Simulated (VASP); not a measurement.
Wanted: the native input for a VASP 6.6.1 run.

```
Task                   : single point
Functional             : PBE
Potentials or basis    : VASP PAW PBE potentials, release 64 (Si, W_sv)
Cutoff                 : 520 eV
k mesh                 : 8 × 8 × 8
Occupations            : gaussian, width 0.1 eV
Spin                   : no spin polarisation
Dipole correction      : no
Further INCAR settings : ALGO = Fast; EDIFF = 1e-07; NBANDS = 33
```

The structure of Si2W3 lies in POSCAR:

```
Si2W3
1.0
    4.4667581908      0.0000000000      0.0000000000
    0.0000000000      4.4667581908      0.0000000000
    0.0000000000      0.0000000000      4.4667581908
Si W
2 3
Direct
    0.5000000000      0.5000000000      0.5000000000
    0.0000000000      0.0000000000      0.0000000000
    0.5000000000      0.0000000000      0.0000000000
    0.0000000000      0.5000000000      0.0000000000
    0.0000000000      0.0000000000      0.5000000000
```

The cell was built from a structure type or drawn by symmetry, and may not be a known phase.

The input as run:

INCAR

```
PREC = Accurate
ENCUT = 520
EDIFF = 1E-7
ISMEAR = 0
SIGMA = 0.1
LREAL = F
LASPH = T
NELM = 100
ALGO = Fast
ISIF = 2
LWAVE = F
LCHARG = F
GGA = PE
NBANDS = 33
```

KPOINTS

```
Automatic mesh
0
Gamma
  8 8 8
```

Potentials or basis: VASP PAW PBE potentials, release 64 (Si, W_sv).

The run is started by

```bash
$ cat potpaw_PBE.64/Si/POTCAR potpaw_PBE.64/W_sv/POTCAR > POTCAR
$ mpirun -np 1 vasp_std > vasp.out
```

It gave:

| Property | Result |
| --- | --- |
| Pressure | 0.2 GPa |
| Band gap on the k mesh | zero (bands 25 and 26 overlap by 1.34 eV) |

Caveat: spin-orbit coupling is left out, which moves the levels of the heavy elements.

It took 3.5 min on 1 thread of Intel Xeon 8259CL, on a shared host, peak memory 0.25 GiB.
